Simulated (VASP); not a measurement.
# TaN (P-6m2) in VASP: settings compared, part 2 of 2

VASP 6.6.1.

## 4. Single point, PBEsol

This run uses another cell than the first one, of 10.78 Å³/atom, 0.980 times its volume.

Input file INCAR:

```
SYSTEM = TaN
PREC = Accurate
ENCUT = 520
EDIFF = 1E-6
ISMEAR = 0
SIGMA = 0.02
LREAL = .FALSE.
LASPH = .TRUE.
NELM = 100
ALGO = Normal
ISIF = 2
LWAVE = .FALSE.
LCHARG = .FALSE.
GGA = PS
NBANDS = 15
```

Input file KPOINTS:

```
Automatic mesh
0
G
  10 10 9
  0 0 0
```

Input file POSCAR:

```
TaN
1.0
    2.9380000000      0.0000000000      0.0000000000
   -1.4690000000      2.5443826363      0.0000000000
    0.0000000000      0.0000000000      2.8830000000
Ta N
1 1
Direct
    0.0000000000      0.0000000000      0.5000000000
    0.6666666667      0.3333333333      0.0000000000
```

Potentials or basis: VASP PAW PBE potentials, release 64 (Ta_pv, N).

Launch:

```
> cat potpaw_PBE.64/Ta_pv/POTCAR potpaw_PBE.64/N/POTCAR > POTCAR
> mpirun -np 1 vasp_std > vasp.out
```

OUTCAR:

```text
SYSTEM = TaN
   PREC = Accurate
   ENCUT = 520
   EDIFF = 1E-6
   ISMEAR = 0
   LREAL = .FALSE.
   LASPH = .TRUE.
   NELM = 100
   ISIF = 2
   GGA = PS

 ion  position               nearest neighbor table
   1  0.000  0.000  0.500-   2 2.23   2 2.23   2 2.23   2 2.23   2 2.23   2 2.23
   2  0.667  0.333  0.000-   1 2.23   1 2.23   1 2.23   1 2.23   1 2.23   1 2.23

  LATTYP: Found a hexagonal cell.
 ALAT       =     2.9380000000
 C/A-ratio  =     0.9812797822

  Lattice vectors:

 A1 = (   2.9380000000,   0.0000000000,   0.0000000000)
 A2 = (  -1.4690000000,   2.5443826363,   0.0000000000)
 A3 = (   0.0000000000,   0.0000000000,   2.8830000000)

Analysis of symmetry for initial positions (statically):
=====================================================================
 Subroutine PRICEL returns:
 Original cell was already a primitive cell.

 Routine SETGRP: Setting up the symmetry group for a
 hexagonal supercell.

 Subroutine GETGRP returns: Found 12 space group operations
 (whereof 12 operations were pure point group operations)
 out of a pool of 24 trial point group operations.

The static configuration has the point symmetry D_3h.

Analysis of symmetry for dynamics (positions and initial velocities):
=====================================================================
 Subroutine PRICEL returns:
 Original cell was already a primitive cell.

 Routine SETGRP: Setting up the symmetry group for a
 hexagonal supercell.

 Subroutine GETGRP returns: Found 12 space group operations
 (whereof 12 operations were pure point group operations)
 out of a pool of 24 trial point group operations.

The dynamic configuration has the point symmetry D_3h.

 Subroutine INISYM returns: Found 12 space group operations
 (whereof 12 operations are pure point group operations),
 and found     1 'primitive' translations

----------------------------------------------------------------------------------------

                                     Primitive cell

  volume of cell :      21.5516

  direct lattice vectors                    reciprocal lattice vectors
     2.938000000  0.000000000  0.000000000     0.340367597  0.196511324  0.000000000
    -1.469000000  2.544382636  0.000000000     0.000000000  0.393022648  0.000000000
     0.000000000  0.000000000  2.883000000     0.000000000  0.000000000  0.346860909

  length of vectors
     2.938000000  2.938000000  2.883000000     0.393022648  0.393022648  0.346860909

  position of ions in fractional coordinates (direct lattice)
     0.000000000  0.000000000  0.500000000
     0.666666667  0.333333333  0.000000000

  ion indices of the primitive-cell ions
   primitive index   ion index
                 1           1
                 2           2

----------------------------------------------------------------------------------------

 KPOINTS: Automatic mesh

Automatic generation of k-mesh.
 Grid dimensions read from file:
 generate k-points for:   10   10    9

 Generating k-lattice:

  Cartesian coordinates                     Fractional coordinates (reciprocal lattice)
     0.034036760  0.019651132  0.000000000     0.100000000  0.000000000  0.000000000
     0.000000000  0.039302265  0.000000000     0.000000000  0.100000000  0.000000000
     0.000000000  0.000000000  0.038540101     0.000000000  0.000000000  0.111111111

  Length of vectors
     0.039302265  0.039302265  0.038540101

  Shift w.r.t. Gamma in fractional coordinates (k-lattice)
     0.000000000  0.000000000  0.000000000

 Subroutine IBZKPT returns following result:
 ===========================================

 Found     70 irreducible k-points:

 Following reciprocal coordinates:
            Coordinates               Weight
  0.000000  0.000000  0.000000      1.000000
  0.100000 -0.000000  0.000000      6.000000
  0.200000 -0.000000  0.000000      6.000000
  0.300000  0.000000  0.000000      6.000000
  0.400000 -0.000000  0.000000      6.000000
  0.500000  0.000000  0.000000      3.000000
[... 16 lines left out ...]
  0.300000  0.100000  0.111111     24.000000
  0.400000  0.100000  0.111111     24.000000
 [... further k-points ...]
   k-points           NKPTS =     70   k-points in BZ     NKDIM =     70   number of bands    NBANDS=     15
   number of dos      NEDOS =    301   number of ions     NIONS =      2
   total plane-waves  NPLWV =  13824
   dimension x,y,z NGX =    24 NGY =   24 NGZ =   24
   dimension x,y,z NGXF=    48 NGYF=   48 NGZF=   48
   ions per type =               1   1
   NGX,Y,Z   is equivalent  to a cutoff of  13.58, 13.58, 13.84 a.u.
   NGXF,Y,Z  is equivalent  to a cutoff of  27.16, 27.16, 27.68 a.u.
 SYSTEM =  TaN
   PREC   = accura    normal or accurate (medium, high low for compatibility)
   ISTART =      0    job   : 0-new  1-cont  2-samecut
   ICHARG =      2    charge: 1-file 2-atom 10-const
   ISPIN  =      1    spin polarized calculation?
   LNONCOLLINEAR =      F non collinear calculations
   LSORBIT =      F    spin-orbit coupling
   LASPH  =      T    aspherical Exc in radial PAW
   ENCUT  =  520.0 eV  38.22 Ry    6.18 a.u.   5.46  5.46  5.36*2*pi/ulx,y,z
   NELM   =    100;   NELMIN=  2; NELMDL= -5     # of ELM steps
   EDIFF  = 0.1E-05   stopping-criterion for ELM
   LREAL  =      F    real-space projection
   EDIFFG = 0.1E-04   stopping-criterion for IOM
   NSW    =      0    number of steps for IOM
   IBRION =     -1    ionic relax: 0-MD 1-quasi-New 2-CG
   NFREE  =      0    steps in history (QN), initial steepest desc. (CG)
   ISIF   =      2    stress and relaxation
   ISYM   =      2    0-nonsym 1-usesym 2-fastsym
   POTIM  = 0.5000    time-step for ionic-motion
   TEBEG  =    0.0;   TEEND  =   0.0 temperature during run
   PSTRESS=    0.0 pullay stress
   NELECT =      16.0000    total number of electrons
   NUPDOWN=      -1.0000    fix difference up-down
   EMIN   =  10.00;   EMAX   =-10.00  energy-range for DOS
   EFERMI =   0.00;   METHOD = LEGACY
   ISMEAR =     0;   SIGMA  =   0.02  broadening in eV -4-tet -1-fermi 0-gaus
   EFERMI_NEDOS =   21; number of points for ismear=-14 and -15
   IALGO  =     38    algorithm
   IMIX   =      4    mixing-type and parameters
     AMIX     =   0.40;   BMIX     =  1.00
     AMIX_MAG =   1.60;   BMIX_MAG =  1.00
  volume/ion in A,a.u.               =      10.78        72.72
  Fermi-wavevector in a.u.,A,eV,Ry     =   1.482365  2.801264 29.897531  2.197407
  Thomas-Fermi vector in A             =   2.596160
   LORBIT       =      0    0 simple, 1 ext, 2 COOP (PROOUT), +10 PAW based schemes
   GGA     = PS    functional components
   LHFCALC =     F    Hartree Fock is set to
   AEXX    =    0.0000 exact exchange contribution
   IVDW    =     0    specifies the selected vdW correction
   LEPSILON=     F    determine dielectric tensor
   LRPA    =     F    only Hartree local field effects (RPA)
 non-spin polarized calculation
 Gauss-broadening in eV      SIGMA  =   0.02
  energy-cutoff  :      520.00
  volume of cell :       21.55
 maximum number of plane-waves:       599
 NGX is ok and might be reduce to    24
   NGX = 11   NGY = 11   NGZ = 11

 number of electron      16.0000001 magnetization

 Free energy of the ion-electron system (eV)
  ---------------------------------------------------
  ext. energy  EPLUGINS =         0.00000000
  ---------------------------------------------------
  free energy    TOTEN  =       -23.80335489 eV

  energy without entropy =      -23.80335489  energy(sigma->0) =      -23.80335489

 E-fermi :   8.1575     XC(G=0): -13.5052

 val. band max:        8.0095315262   @ k =   0.0000   0.0000   0.4444
 cond. band min:       8.2984752611   @ k =   0.0000   0.0000   0.3333
 fundamental gap:      0.2889437349
 Fermi energy:         8.1574670134

 k-point     1 :       0.0000    0.0000    0.0000
  band No.  band energies     occupation
      1     -26.6881      2.00000
      2     -26.4216      2.00000
      3     -26.4216      2.00000
      4      -9.6439      2.00000
      5       3.5297      2.00000
      6       3.5297      2.00000
      7       3.8659      2.00000
      8       5.1834      2.00000
      9      10.3071      0.00000
     10      11.6902      0.00000
     11      11.6902      0.00000
     12      12.0707      0.00000
     13      12.0707      0.00000
     14      21.0983      0.00000
[... 401 lines left out ...]
      2     -26.7036      2.00000
      3     -26.6433      2.00000
      4      -7.3139      2.00000
      5       0.0244      2.00000
      6       2.6959      2.00000
      7       3.9248      2.00000
      8       5.8198      2.00000
      9      10.6600      0.00000
     10      11.7029      0.00000
     11      12.6260      0.00000
     12      13.8948      0.00000
     13      17.0694      0.00000
     14      19.8902      0.00000
     15      21.4802      0.00000

 [... further k-points ...]
[... 5 lines left out ...]
  --------------------------------------------------------------------------------------
  -------------------------------------------------------------------------------------
  Total       -0.5442267     -0.5442267     -0.5616823      0.0000000     -0.0000000      0.0000000
  in kB      -40.4586684    -40.4586684    -41.7563441      0.0000000     -0.0000000      0.0000000
  external PRESSURE =     -40.8912270 kB  Pullay stress =       0.0000000 kB

 VOLUME and BASIS-vectors are now :
 -----------------------------------------------------------------------------
  energy-cutoff  :      520.00
  volume of cell :       21.55
      direct lattice vectors                 reciprocal lattice vectors
     2.938000000  0.000000000  0.000000000     0.340367597  0.196511324  0.000000000
    -1.469000000  2.544382636  0.000000000     0.000000000  0.393022648  0.000000000
     0.000000000  0.000000000  2.883000000     0.000000000  0.000000000  0.346860909

 POSITION                                       TOTAL-FORCE (eV/Angst)
 -----------------------------------------------------------------------------------
      0.00000      0.00000      1.44150        -0.000000      0.000000      0.000000
      1.46900      0.84813      0.00000         0.000000     -0.000000      0.000000
 -----------------------------------------------------------------------------------
    total drift:                               -0.000000      0.000000      0.000000

  FREE ENERGIE OF THE ION-ELECTRON SYSTEM (eV)
  ---------------------------------------------------
  free  energy   TOTEN  =       -23.8033548946 eV

  energy  without entropy=      -23.8033548946  energy(sigma->0) =      -23.80335489
```

Wall time 16 s (1 thread of AMD EPYC 7R13 (Zen 3), shared host); peak memory 0.12 GiB.

Results:

```
Free energy            : -23.8034 eV
Pressure               : -4.1 GPa
Band gap on the k mesh : zero (band 8 reaches 8.30 eV, above the bottom of band 9 at 8.01 eV)
```

Caveat: the PAW data sets were made with another functional, which shifts forces and pressure a little; spin-orbit coupling is left out, which moves the levels of the heavy elements.

## 5. Single point, LDA

This run uses another cell than the first one, of 10.78 Å³/atom, 0.980 times its volume.

Input file INCAR:

```
PREC     = Accurate       # precision mode
ENCUT    = 520            # plane-wave cutoff, eV
EDIFF    = 1E-7           # SCF threshold, eV
ISMEAR   = 0              # smearing method
SIGMA    = 0.02           # smearing width, eV
LREAL    = F              # projectors in reciprocal space
LASPH    = T              # aspherical terms in the spheres
NELM     = 100            # most SCF steps
ALGO     = Normal         # electronic algorithm
ISIF     = 2              # what is computed and relaxed
LWAVE    = F              # write WAVECAR
LCHARG   = F              # write CHGCAR
NBANDS   = 15             # bands
```

Input file KPOINTS:

```
regular mesh
0
Gamma
  10 10 9
```

POSCAR is that of step 4.

Potentials or basis: VASP PAW LDA potentials, release 64 (Ta_pv, N).

Launch:

```
> cat potpaw_LDA.64/Ta_pv/POTCAR potpaw_LDA.64/N/POTCAR > POTCAR
> mpirun -np 1 vasp_std > vasp.out
```

Wall time 15 s (1 thread of AMD EPYC 7R13 (Zen 3), shared host); peak memory 0.11 GiB.

It converged, with:

* Free energy: -24.7010 eV
* Pressure: -9.8 GPa
* Band gap on the k mesh: zero (band 8 reaches 8.30 eV, above the bottom of band 9 at 8.01 eV)

Stress tensor (GPa, compression positive):
```
 -9.34   0.00   0.00
  0.00  -9.34   0.00
  0.00   0.00 -10.74
```

Levels at points of the mesh, in eV from the Fermi level:
```tsv
k point	band 6	band 7	band 8	band 9	band 10	band 11
(0.00, 0.00, 0.00)	-4.59	-4.24	-2.92	2.32	3.53	3.53
(0.50, 0.00, 0.00)	-5.23	-3.52	-3.17	2.90	3.98	5.14
```

Caveat: spin-orbit coupling is left out, which moves the levels of the heavy elements.

## 6. Single point, BLYP+D4

Input file INCAR:

```
AGGAC    = 1.0          
AGGAX    = 1.0          
ALDAC    = 0.0          
ALDAX    = 1.0          
ALGO     = Normal         # electronic algorithm
EDIFF    = 1E-6           # SCF threshold, eV
ENCUT    = 520            # plane-wave cutoff, eV
GGA      = B5             # functional
ISIF     = 2              # what is computed and relaxed
ISMEAR   = 0              # smearing method
IVDW     = 13             # dispersion correction
LASPH    = T              # aspherical terms in the spheres
LCHARG   = T              # write CHGCAR
LELF     = T              # ELF
LREAL    = F              # projectors in reciprocal space
LVHAR    = T            
LWAVE    = F              # write WAVECAR
NBANDS   = 15             # bands
NELM     = 80             # most SCF steps
PREC     = Accurate       # precision mode
SIGMA    = 0.1            # smearing width, eV
VDW_A1   = 0.44488865   
VDW_A2   = 4.0933009    
VDW_S6   = 1.0          
VDW_S8   = 2.34076671
```

Input file KPOINTS:

```
k-points
0
Gamma
  10 10 9
```

Input file POSCAR:

```
TaN
1.0
    2.9552066928      0.0000000000      0.0000000000
   -1.4776033464      2.5592840694      0.0000000000
    0.0000000000      0.0000000000      2.9036411042
Ta N
1 1
Direct
    0.0000000000      0.0000000000      0.5000000000
    0.6666666667      0.3333333333      0.0000000000
```

Potentials or basis: VASP PAW PBE potentials, release 64 (Ta_pv, N).

Launch:

```
> cat potpaw_PBE.64/Ta_pv/POTCAR potpaw_PBE.64/N/POTCAR > POTCAR
> mpirun -np 1 vasp_std > vasp.out
```

OUTCAR:

```text
EDIFF = 1E-6
   ENCUT = 520
   GGA = B5
   ISIF = 2
   ISMEAR = 0
   IVDW = 13
   LASPH = T
   LREAL = F
   NELM = 80
   PREC = Accurate

 ion  position               nearest neighbor table
   1  0.000  0.000  0.500-   2 2.24   2 2.24   2 2.24   2 2.24   2 2.24   2 2.24
   2  0.667  0.333  0.000-   1 2.24   1 2.24   1 2.24   1 2.24   1 2.24   1 2.24

  LATTYP: Found a hexagonal cell.
 ALAT       =     2.9552066928
 C/A-ratio  =     0.9825509367

[... 621 lines left out ...]

------------------------ aborting loop because EDIFF is reached ----------------------------------------

  DFT-D4 for vdW energy calculation

  Edisp (eV):   -1.14377

  FORCE on cell =-STRESS in cart. coord.  units (eV):
  Direction    XX          YY          ZZ          XY          YZ          ZX
  --------------------------------------------------------------------------------------
  -------------------------------------------------------------------------------------
  Total       0.23472     0.23472     0.26149     0.00000     0.00000     0.00000
  in kB      17.12455    17.12455    19.07711     0.00000     0.00000     0.00000
  external pressure =       17.78 kB  Pullay stress =        0.00 kB

 VOLUME and BASIS-vectors are now :
 -----------------------------------------------------------------------------
  energy-cutoff  :      520.00
  volume of cell :       21.96
      direct lattice vectors                 reciprocal lattice vectors
     2.955206693  0.000000000  0.000000000     0.338385806  0.195367136  0.000000000
    -1.477603346  2.559284069  0.000000000     0.000000000  0.390734273  0.000000000
     0.000000000  0.000000000  2.903641104     0.000000000  0.000000000  0.344395180

 POSITION                                       TOTAL-FORCE (eV/Angst)
 -----------------------------------------------------------------------------------
      0.00000      0.00000      1.45182         0.000000      0.000000      0.000000
      1.47760      0.85309      0.00000        -0.000000      0.000000      0.000000
 -----------------------------------------------------------------------------------
    total drift:                               -0.000000      0.000000      0.000000

  FREE ENERGIE OF THE ION-ELECTRON SYSTEM (eV)
  ---------------------------------------------------
  free  energy   TOTEN  =       -21.6117501603 eV

  energy  without entropy=      -21.6116664288  energy(sigma->0) =      -21.61170829
```

OSZICAR:

```text
N       E                     dE             d eps       ncg     rms          rms(c)
DAV:   1     0.991518233595E+02    0.99152E+02   -0.89523E+03  2100   0.112E+03
DAV:   2    -0.203102480339E+02   -0.11946E+03   -0.11275E+03  2555   0.309E+02
DAV:   3    -0.235204715168E+02   -0.32102E+01   -0.31936E+01  2366   0.491E+01
DAV:   4    -0.235341484974E+02   -0.13677E-01   -0.13673E-01  2814   0.350E+00
DAV:   5    -0.235342283319E+02   -0.79835E-04   -0.79833E-04  2359   0.251E-01    0.224E+01
DAV:   6    -0.205296546413E+02    0.30046E+01   -0.54384E+00  2702   0.264E+01    0.882E+00
DAV:   7    -0.204887292086E+02    0.40925E-01   -0.93168E-01  2198   0.725E+00    0.665E+00
DAV:   8    -0.204833095255E+02    0.54197E-02   -0.21429E-01  2513   0.400E+00    0.221E+00
DAV:   9    -0.204677971935E+02    0.15512E-01   -0.28855E-02  2380   0.146E+00    0.191E-01
DAV:  10    -0.204681150159E+02   -0.31782E-03   -0.19966E-03  2373   0.461E-01    0.136E-01
DAV:  11    -0.204679818619E+02    0.13315E-03   -0.20852E-04  2513   0.131E-01    0.192E-02
DAV:  12    -0.204679829180E+02   -0.10562E-05   -0.22386E-05  2233   0.440E-02    0.529E-03
DAV:  13    -0.204679822769E+02    0.64117E-06   -0.47934E-07  1351   0.714E-03
   1 F= -.21611750E+02 E0= -.21611708E+02  d E =-.837315E-04
```

Run time: 23 s. Hardware: 1 thread of AMD EPYC 7R13 (Zen 3), shared host; peak memory 0.13 GiB.

What came out:

```yaml
Free_energy: -21.6118 eV
Pressure: 1.8 GPa
Band_gap_on_the_k_mesh: zero (band 8 reaches 8.76 eV, above the bottom of band 9 at 8.47 eV)
Dispersion_energy_per_atom: -0.572 eV
```

Caveat: the PAW data sets were made with another functional, which shifts forces and pressure a little; spin-orbit coupling is left out, which moves the levels of the heavy elements; pairwise dispersion overbinds metals, which lowers pressure and volume.

## 7. Summary

```csv
level,potentials or basis,cell,smearing,gap on the mesh (eV),pressure (GPa)
PBEsol,"VASP PAW PBE potentials, release 64 (Ta_pv, N)","a = 2.957, b = 2.957, c = 2.902 Å, angles 90.0, 90.0, 120.0°, 2 atoms",fermi-dirac 0.05 eV,none,-10.7
LDA,"VASP PAW LDA potentials, release 64 (Ta_pv, N)","a = 2.977, b = 2.977, c = 2.921 Å, angles 90.0, 90.0, 120.0°, 2 atoms",fermi-dirac 0.05 eV,none,-22.0
PBEsol,"VASP PAW PBE potentials, release 64 (Ta_pv, N)","a = 2.938, b = 2.938, c = 2.883 Å, angles 90.0, 90.0, 120.0°, 2 atoms",gaussian 0.02 eV,none,-4.1
LDA,"VASP PAW LDA potentials, release 64 (Ta_pv, N)","a = 2.938, b = 2.938, c = 2.883 Å, angles 90.0, 90.0, 120.0°, 2 atoms",gaussian 0.02 eV,none,-9.8
BLYP+D4,"VASP PAW PBE potentials, release 64 (Ta_pv, N)","a = 2.955, b = 2.955, c = 2.904 Å, angles 90.0, 90.0, 120.0°, 2 atoms",gaussian 0.1 eV,none,1.8
```

Alike in all rows: task single point; no spin polarisation; k mesh 10 × 10 × 9; cutoff (eV) 520.

Caveats: spin-orbit coupling is left out, which moves the levels of the heavy elements; the PAW data sets were made with another functional, which shifts forces and pressure a little (some runs); pairwise dispersion overbinds metals, which lowers pressure and volume (some runs).

Absolute energies hang on the potentials; compare differences alone.
